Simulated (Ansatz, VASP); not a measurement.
HC6: VASP beside Ansatz

INCAR

```
SYSTEM = HC6
ALGO = Normal
DIPOL = 0.5 0.5 0.305
EDIFF = 1E-6
ENCUT = 520
GGA = PE
IDIPOL = 3
ISIF = 2
ISMEAR = 0
LASPH = .True.
LCHARG = .False.
LDIPOL = .True.
LREAL = .False.
LWAVE = .False.
NBANDS = 38
NELM = 80
PREC = Accurate
SIGMA = 0.1
```

File KPOINTS:

```
k-points
0
Gamma
  6 3 1
  0 0 0
```

The input POSCAR:

```
HC6
1.0
    4.9326910638      0.0000000000      0.0000000000
    0.0000000000      8.5222964205      0.0000000000
    0.0000000000      0.0000000000     22.9416055954
C H
12 2
Direct
    0.0000000000      0.0000000000      0.1743557130
    0.5000000000      0.0000000000      0.1743557130
    0.2500000000      0.0000000000      0.2053898368
    0.7500000000      0.0000000000      0.2053898368
    0.2500000000      0.0000000000      0.2674580844
    0.7500000000      0.0000000000      0.2674580844
    0.0000000000      0.0000000000      0.2977124344
    0.5000000000      0.0000000000      0.2977124344
    0.0000000000      0.0000000000      0.3626190265
    0.5000000000      0.0000000000      0.3626190265
    0.2500000000      0.0000000000      0.3897550046
    0.7500000000      0.0000000000      0.3897550046
    0.1739765890      0.0000000000      0.4372669364
    0.3260234110      0.0000000000      0.4372669364
```

Input for Ansatz:

```yaml
crystal:
  lattice:
    - [4.9326910638, 0.0, 0.0]
    - [0.0, 8.5222964205, 0.0]
    - [0.0, 0.0, 22.9416055954]
  atoms:
    - { symbol: C, position: [0.0, 0.0, 0.174355713] }
    - { symbol: C, position: [0.5, 0.0, 0.174355713] }
    - { symbol: C, position: [0.25, 0.0, 0.2053898368] }
    - { symbol: C, position: [0.75, 0.0, 0.2053898368] }
    - { symbol: C, position: [0.25, 0.0, 0.2674580844] }
    - { symbol: C, position: [0.75, 0.0, 0.2674580844] }
    - { symbol: C, position: [0.0, 0.0, 0.2977124344] }
    - { symbol: C, position: [0.5, 0.0, 0.2977124344] }
    - { symbol: C, position: [0.0, 0.0, 0.3626190265] }
    - { symbol: C, position: [0.5, 0.0, 0.3626190265] }
    - { symbol: C, position: [0.25, 0.0, 0.3897550046] }
    - { symbol: C, position: [0.75, 0.0, 0.3897550046] }
    - { symbol: H, position: [0.173976589, 0.0, 0.4372669364] }
    - { symbol: H, position: [0.326023411, 0.0, 0.4372669364] }
basis:
  ecutwfc: 420
kpoints:
  mp_grid: { grid: [6, 3, 1] }
hamiltonian:
  xc: pbe
  pseudopotentials: { kind: paw, azcp: { folder: soft_1 } }
scf:
  occupations: { method: gaussian, width: 0.1 }
output:
  forces: true
  eigenvalues: true
efield:
  axis: 3
  dipole_correction: true
  ramp_width: 0.04
```

Alike in both runs: task single point; functional PBE; k mesh 6 × 3 × 1; occupations gaussian, width 0.1 eV; no spin polarisation.

```csv
,VASP,Ansatz
version,VASP 6.6.1,Ansatz 0.2.0
potentials or method,"VASP PAW PBE potentials, release 64 (C, H), cutoff 520 eV","scalar-relativistic, plane waves, PAW"
valence electrons in the cell,50,50
```

Ansatz gave:

| Quantity | Value |
| --- | --- |
| gap on the k mesh at the Fermi level (eV) | none |
| rms of the force components (eV/Å) | 1.535 |

Task: What did VASP give for the same quantities?

Result: gap on the k mesh at the Fermi level (eV): none; rms of the force components (eV/Å): 1.532.

Atom by atom the forces differ by 0.015 eV/Å (rms over components). A gap of «none» marks a metal or a gap that the smearing closes.
